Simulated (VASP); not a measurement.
# La2LuSb3 in VASP: single point with PBEsol

Aim: the single point of La2LuSb3 with PBEsol.

Program: VASP 6.6.1. These are calculated values, not measurements. Logs are shortened: lines on timing, memory, paths and dates and some standing lists are left out, and cuts for length are marked.

**1. The cell of the first run**

The typed cell holds 6 atoms: a = 5.064 Å, b = 5.064 Å, c = 7.906 Å, α = 90.00°, β = 90.00°, γ = 120.00°.

**2. Single point, PBEsol**

Contents of INCAR:

```
SYSTEM = La2LuSb3
PREC = Accurate ; ENCUT = 520
EDIFF = 1E-6 ; ISMEAR = -1
SIGMA = 0.05 ; LREAL = .FALSE.
LASPH = .TRUE. ; NELM = 80
ALGO = Normal ; ISIF = 2
LWAVE = .FALSE. ; LCHARG = .FALSE.
GGA = PS ; NBANDS = 40
```

Contents of KPOINTS:

```
regular mesh
0
G
  6 6 2
  0 0 0
```

Contents of POSCAR:

```
La2LuSb3
1.0
    5.0643727160     -0.0002090157      0.0000197994
   -2.5323676405      4.3858911315     -0.0000096619
    0.0000035887      0.0000707925      7.9059968800
La Lu Sb
2 1 3
Direct
    0.6910037484      0.3447049010      0.2718141611
    0.6909820729      0.3447085844      0.7248810803
    0.0243202393      0.0113736515      0.0125173882
    0.0243287793      0.0113737788      0.4831713294
    0.3576352153      0.6780461000     -0.0158319185
    0.3576456378      0.6780471526      0.4958049029
```

Potentials or basis: VASP PAW PBE potentials, release 64 (La, Lu, Sb).

Command:

```console
$ cat potpaw_PBE.64/La/POTCAR potpaw_PBE.64/Lu/POTCAR potpaw_PBE.64/Sb/POTCAR > POTCAR
$ mpirun -np 1 vasp_std > vasp.out
```

OUTCAR:

```text
SYSTEM = La2LuSb3
   PREC = Accurate
   ENCUT = 520
   EDIFF = 1E-6
   ISMEAR = -1
   LREAL = .FALSE.
   LASPH = .TRUE.
   NELM = 80
   ISIF = 2
   GGA = PS

 ion  position               nearest neighbor table
   1  0.691  0.345  0.272-   4 3.37   4 3.37   4 3.37   6 3.42   6 3.42   6 3.42   3 3.57   3 3.57
                             3 3.57   2 3.58   5 3.70   5 3.70   5 3.70
   2  0.691  0.345  0.725-   6 3.44   6 3.44   6 3.44   4 3.49   4 3.49   4 3.49   5 3.57   5 3.57
                             5 3.57   1 3.58   3 3.70   3 3.70   3 3.70
   3  0.024  0.011  0.013-   5 2.93   5 2.93   5 2.93   1 3.57   1 3.57   1 3.57   2 3.70   2 3.70
                             2 3.70   4 3.72
   4  0.024  0.011  0.483-   6 2.93   6 2.93   6 2.93   1 3.37   1 3.37   1 3.37   2 3.49   2 3.49
                             2 3.49   3 3.72
   5  0.358  0.678  0.984-   3 2.93   3 2.93   3 2.93   2 3.57   2 3.57   2 3.57   1 3.70   1 3.70
                             1 3.70
   6  0.358  0.678  0.496-   4 2.93   4 2.93   4 2.93   1 3.42   1 3.42   1 3.42   2 3.44   2 3.44
                             2 3.44

  LATTYP: Found a simple monoclinic cell.
 ALAT       =     5.0643727204
 B/A-ratio  =     1.5611009136
 C/A-ratio  =     1.0000205830
 COS(beta)  =    -0.5000612446

  Lattice vectors:

 A1 = (  -5.0643727160,   0.0002090157,  -0.0000197994)
 A2 = (  -0.0000035887,  -0.0000707925,  -7.9059968800)
 A3 = (   2.5323676405,  -4.3858911315,   0.0000096619)

Analysis of symmetry for initial positions (statically):
=====================================================================
 Subroutine PRICEL returns:
 Original cell was already a primitive cell.

 Routine SETGRP: Setting up the symmetry group for a
 simple monoclinic supercell.

 Subroutine GETGRP returns: Found  1 space group operations
 (whereof  1 operations were pure point group operations)
 out of a pool of  4 trial point group operations.

The static configuration has the point symmetry C_1 .

Analysis of symmetry for dynamics (positions and initial velocities):
=====================================================================
 Subroutine PRICEL returns:
 Original cell was already a primitive cell.

 Routine SETGRP: Setting up the symmetry group for a
 simple monoclinic supercell.

 Subroutine GETGRP returns: Found  1 space group operations
 (whereof  1 operations were pure point group operations)
 out of a pool of  4 trial point group operations.

The dynamic configuration has the point symmetry C_1 .

 Subroutine INISYM returns: Found  1 space group operations
 (whereof  1 operations are pure point group operations),
 and found     1 'primitive' translations

----------------------------------------------------------------------------------------

                                     Primitive cell

  volume of cell :     175.6021

  direct lattice vectors                    reciprocal lattice vectors
     5.064372716 -0.000209016  0.000019799     0.197462526  0.114012796 -0.000001111
    -2.532367640  4.385891132 -0.000009662     0.000009410  0.228009269 -0.000002042
     0.000003589  0.000070793  7.905996880    -0.000000495 -0.000000007  0.126486263

  length of vectors
     5.064372720  5.064476961  7.905996880     0.228013962  0.228009269  0.126486263

  position of ions in fractional coordinates (direct lattice)
     0.691003748  0.344704901  0.271814161
     0.690982073  0.344708584  0.724881080
     0.024320239  0.011373652  0.012517388
     0.024328779  0.011373779  0.483171329
     0.357635215  0.678046100  0.984168082
     0.357645638  0.678047153  0.495804903

  ion indices of the primitive-cell ions
   primitive index   ion index
                 1           1
                 2           2
                 3           3
                 4           4
                 5           5
                 6           6

----------------------------------------------------------------------------------------

 KPOINTS: regular mesh

Automatic generation of k-mesh.
 Grid dimensions read from file:
 generate k-points for:    6    6    2

 Generating k-lattice:

  Cartesian coordinates                     Fractional coordinates (reciprocal lattice)
     0.032910421  0.019002133 -0.000000185     0.166666667 -0.000000000  0.000000000
     0.000001568  0.038001545 -0.000000340     0.000000000  0.166666667 -0.000000000
    -0.000000247 -0.000000003  0.063243131    -0.000000000  0.000000000  0.500000000

  Length of vectors
     0.038002327  0.038001545  0.063243131

  Shift w.r.t. Gamma in fractional coordinates (k-lattice)
     0.000000000  0.000000000  0.000000000

 Subroutine IBZKPT returns following result:
 ===========================================

 Found     40 irreducible k-points:

 Following reciprocal coordinates:
            Coordinates               Weight
  0.000000  0.000000  0.000000      1.000000
  0.166667 -0.000000 -0.000000      2.000000
  0.333333 -0.000000 -0.000000      2.000000
  0.500000  0.000000 -0.000000      1.000000
 -0.000000  0.166667  0.000000      2.000000
  0.166667  0.166667 -0.000000      2.000000
[... 16 lines left out ...]
  0.333333 -0.000000  0.500000      2.000000
  0.500000 -0.000000  0.500000      1.000000
 [... further k-points ...]
   k-points           NKPTS =     40   k-points in BZ     NKDIM =     40   number of bands    NBANDS=     40
   number of dos      NEDOS =    301   number of ions     NIONS =      6
   total plane-waves  NPLWV =  96000
   dimension x,y,z NGX =    40 NGY =   40 NGZ =   60
   dimension x,y,z NGXF=    80 NGYF=   80 NGZF=  120
   ions per type =               2   1   3
   NGX,Y,Z   is equivalent  to a cutoff of  13.13, 13.13, 12.62 a.u.
   NGXF,Y,Z  is equivalent  to a cutoff of  26.26, 26.26, 25.23 a.u.
 SYSTEM =  La2LuSb3
   PREC   = accura    normal or accurate (medium, high low for compatibility)
   ISTART =      0    job   : 0-new  1-cont  2-samecut
   ICHARG =      2    charge: 1-file 2-atom 10-const
   ISPIN  =      1    spin polarized calculation?
   LNONCOLLINEAR =      F non collinear calculations
   LSORBIT =      F    spin-orbit coupling
   LASPH  =      T    aspherical Exc in radial PAW
   ENCUT  =  520.0 eV  38.22 Ry    6.18 a.u.   9.42  9.42 14.70*2*pi/ulx,y,z
   NELM   =     80;   NELMIN=  2; NELMDL= -5     # of ELM steps
   EDIFF  = 0.1E-05   stopping-criterion for ELM
   LREAL  =      F    real-space projection
   EDIFFG = 0.1E-04   stopping-criterion for IOM
   NSW    =      0    number of steps for IOM
   IBRION =     -1    ionic relax: 0-MD 1-quasi-New 2-CG
   NFREE  =      0    steps in history (QN), initial steepest desc. (CG)
   ISIF   =      2    stress and relaxation
   ISYM   =      2    0-nonsym 1-usesym 2-fastsym
   POTIM  = 0.5000    time-step for ionic-motion
   TEBEG  =    0.0;   TEEND  =   0.0 temperature during run
   PSTRESS=    0.0 pullay stress
   NELECT =      62.0000    total number of electrons
   NUPDOWN=      -1.0000    fix difference up-down
   EMIN   =  10.00;   EMAX   =-10.00  energy-range for DOS
   EFERMI =   0.00;   METHOD = LEGACY
   ISMEAR =    -1;   SIGMA  =   0.05  broadening in eV -4-tet -1-fermi 0-gaus
   EFERMI_NEDOS =   21; number of points for ismear=-14 and -15
   IALGO  =     38    algorithm
   IMIX   =      4    mixing-type and parameters
     AMIX     =   0.40;   BMIX     =  1.00
     AMIX_MAG =   1.60;   BMIX_MAG =  1.00
  volume/ion in A,a.u.               =      29.27       197.50
  Fermi-wavevector in a.u.,A,eV,Ry     =   1.157077  2.186558 18.215839  1.338826
  Thomas-Fermi vector in A             =   2.293691
   LORBIT       =      0    0 simple, 1 ext, 2 COOP (PROOUT), +10 PAW based schemes
   GGA     = PS    functional components
   LHFCALC =     F    Hartree Fock is set to
   AEXX    =    0.0000 exact exchange contribution
   IVDW    =     0    specifies the selected vdW correction
   LEPSILON=     F    determine dielectric tensor
   LRPA    =     F    only Hartree local field effects (RPA)
 non-spin polarized calculation
  energy-cutoff  :      520.00
  volume of cell :      175.60
 maximum number of plane-waves:      4764
 NGX is ok and might be reduce to    40
   NGX = 19   NGY = 19   NGZ = 29

 number of electron      62.0000017 magnetization

 Free energy of the ion-electron system (eV)
  ---------------------------------------------------
  ext. energy  EPLUGINS =         0.00000000
  ---------------------------------------------------
  free energy    TOTEN  =       -32.98160008 eV

  energy without entropy =      -32.94292227  energy(sigma->0) =      -32.96226117

 E-fermi :   7.8603     XC(G=0): -10.2686

 val. band max:        7.7774036638   @ k =   0.5000   0.3333   0.5000
 cond. band min:       7.9248813528   @ k =  -0.3333   0.3333   0.5000
 fundamental gap:      0.1474776890
 Fermi energy:         7.8602664789

 k-point     1 :       0.0000    0.0000    0.0000
  band No.  band energies     occupation
      1     -49.0746      2.00000
      2     -25.2282      2.00000
      3     -25.1144      2.00000
      4     -19.7914      2.00000
      5     -19.7511      2.00000
      6     -19.7511      2.00000
[... 32 lines left out ...]
     39       9.4825      0.00000
     40       9.4828      0.00000

 k-point     2 :       0.1667   -0.0000   -0.0000
  band No.  band energies     occupation
      1     -49.0746      2.00000
      2     -25.2273      2.00000
      3     -25.1135      2.00000
      4     -19.7917      2.00000
      5     -19.7541      2.00000
      6     -19.7521      2.00000
[... 32 lines left out ...]
     39       9.4628      0.00000
     40       9.5277      0.00000

 k-point     3 :       0.3333   -0.0000   -0.0000
  band No.  band energies     occupation
      1     -49.0745      2.00000
      2     -25.2255      2.00000
      3     -25.1115      2.00000
      4     -19.7923      2.00000
      5     -19.7600      2.00000
      6     -19.7540      2.00000
[... 853 lines left out ...]
  band No.  band energies     occupation
      1     -49.0745      2.00000
      2     -25.2224      2.00000
      3     -25.1148      2.00000
      4     -19.7923      2.00000
      5     -19.7599      2.00000
      6     -19.7540      2.00000
[... 32 lines left out ...]
     39       9.4785      0.00000
     40       9.5330      0.00000

 k-point    24 :       0.5000   -0.0000    0.5000
  band No.  band energies     occupation
      1     -49.0745      2.00000
      2     -25.2214      2.00000
      3     -25.1139      2.00000
      4     -19.7926      2.00000
      5     -19.7629      2.00000
      6     -19.7549      2.00000
[... 32 lines left out ...]
     39       9.4977      0.00000
     40       9.5238      0.00000

 [... further k-points ...]

------------------------ aborting loop because EDIFF is reached ----------------------------------------

  FORCE on cell =-STRESS in cart. coord.  units (eV):
  Direction    XX          YY          ZZ          XY          YZ          ZX
  --------------------------------------------------------------------------------------
  -------------------------------------------------------------------------------------
  Total        0.1800635      0.1802589      0.0009720      0.0007825     -0.0002536      0.0003283
  in kB        1.6428826      1.6446655      0.0088688      0.0071394     -0.0023138      0.0029954
  external PRESSURE =       1.0988056 kB  Pullay stress =       0.0000000 kB

 VOLUME and BASIS-vectors are now :
 -----------------------------------------------------------------------------
  energy-cutoff  :      520.00
  volume of cell :      175.60
      direct lattice vectors                 reciprocal lattice vectors
     5.064372716 -0.000209016  0.000019799     0.197462526  0.114012796 -0.000001111
    -2.532367640  4.385891132 -0.000009662     0.000009410  0.228009269 -0.000002042
     0.000003589  0.000070793  7.905996880    -0.000000495 -0.000000007  0.126486263

 POSITION                                       TOTAL-FORCE (eV/Angst)
 -----------------------------------------------------------------------------------
      2.62658      1.51171      2.14897        -0.000083     -0.000066      0.000023
      2.62646      1.51176      5.73092        -0.000011     -0.000134     -0.002443
      0.09436      0.04988      0.09896         0.000049      0.000418      0.003990
      0.09441      0.04991      3.81995        -0.000109     -0.000033     -0.000535
      0.09414      2.97383      7.78083         0.000096     -0.000081     -0.003268
      0.09419      2.97380      3.91983         0.000057     -0.000103      0.002232
 -----------------------------------------------------------------------------------
    total drift:                                0.000071      0.000349     -0.000075

  FREE ENERGIE OF THE ION-ELECTRON SYSTEM (eV)
  ---------------------------------------------------
  free  energy   TOTEN  =       -32.9816000835 eV

  energy  without entropy=      -32.9429222665  energy(sigma->0) =      -32.96226117
```

Run time: 10 min. Hardware: 1 thread of Intel Xeon Platinum 8488C (Sapphire Rapids), shared host; peak memory 0.51 GiB.

What came out:

```
Free energy            : -32.9816 eV
Pressure               : 0.1 GPa
Largest force          : 0.004 eV/Å
Band gap on the k mesh : zero (bands 31 and 32 overlap by 0.76 eV)
```

Forces on the atoms (eV/Å):
```
La   0.000  0.000  0.000
La   0.000  0.000 -0.002
Lu   0.000  0.000  0.004
Sb   0.000  0.000 -0.001
Sb   0.000  0.000 -0.003
Sb   0.000  0.000  0.002
```

Levels at points of the mesh, in eV from the Fermi level:
```tsv
k point	band 28	band 29	band 30	band 31	band 32	band 33	band 34	band 35
(0.00, 0.00, 0.00)	-1.48	-1.30	-1.30	-0.74	-0.44	-0.44	-0.14	0.47
(0.50, 0.00, 0.00)	-2.45	-0.80	-0.76	0.31	0.48	0.56	0.89	1.13
(0.00, 0.50, 0.00)	-2.45	-0.80	-0.76	0.31	0.48	0.56	0.89	1.13
(0.50, 0.50, 0.00)	-2.45	-0.80	-0.76	0.31	0.48	0.56	0.89	1.13
(0.00, 0.00, 0.50)	-2.58	-1.43	-1.43	-0.50	0.20	0.20	0.35	0.35
(0.50, 0.00, 0.50)	-2.41	-2.13	-0.36	0.09	0.16	0.52	0.65	1.05
(0.00, 0.50, 0.50)	-2.41	-2.13	-0.36	0.09	0.16	0.52	0.65	1.05
(0.50, 0.50, 0.50)	-2.41	-2.13	-0.36	0.09	0.16	0.52	0.65	1.05
```

Caveat: the k points lie up to 0.40 Å⁻¹ apart, too coarse for converged energies and pressures of a metal; the PAW data sets were made with another functional, which shifts forces and pressure a little; spin-orbit coupling is left out, which moves the levels of the heavy elements.
